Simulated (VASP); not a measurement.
Wanted: the native input for a VASP 6.6.1 run.

```
Task                   : single point
Functional             : PBE
Potentials or basis    : VASP PAW PBE potentials, release 64 (Mg, O)
Cutoff                 : 520 eV
k mesh                 : 12 × 12 × 8
Occupations            : gaussian, width 0.05 eV
Spin                   : no spin polarisation
Dipole correction      : no
Further INCAR settings : ALGO = Normal; EDIFF = 1e-06; NBANDS = 11
```

The structure of MgO lies in POSCAR:

```
MgO
1.0
    2.9377244759      0.0000000000      0.0000000000
   -1.4688622380      2.5441440255      0.0000000000
    0.0000000000      0.0000000000      2.6797873418
Mg O
1 1
Direct
   -0.0308428631     -0.0154214316     -0.0231321473
    0.3333333333      0.6666666667      0.5000000000
```

This cell differs from its parent crystal: all Mg atoms moved +0.100 Å, as atom 1 towards its neighbour atom 2 (O) at 2.161 Å.

The input as run:

INCAR

```
SYSTEM = MgO
ALGO = Normal
EDIFF = 1E-6
ENCUT = 520
GGA = PE
ISIF = 2
ISMEAR = 0
LASPH = .True.
LCHARG = .False.
LREAL = .False.
LWAVE = .False.
NBANDS = 11
NELM = 80
PREC = Accurate
SIGMA = 0.05
```

KPOINTS

```
k-points
0
Gamma
  12 12 8
  0 0 0
```

Potentials or basis: VASP PAW PBE potentials, release 64 (Mg, O).

Command:

```bash
$ cat potpaw_PBE.64/Mg/POTCAR potpaw_PBE.64/O/POTCAR > POTCAR
$ mpirun -np 1 vasp_std > vasp.out
```

It gave:

| Item | Value |
| --- | --- |
| Pressure | 0.1 GPa |
| Largest force | 0.398 eV/Å |
| Band gap on the k mesh | 3.00 eV, indirect (least direct gap 3.40 eV) |

Caveat: the cell differs from its parent crystal (all Mg atoms moved +0.100 Å, as atom 1 towards its neighbour atom 2 (O) at 2.161 Å).

It took 16 s on 1 thread of Intel(R) Xeon(R) 6975P-C (Granite Rapids), on a shared host, peak memory 0.19 GiB.
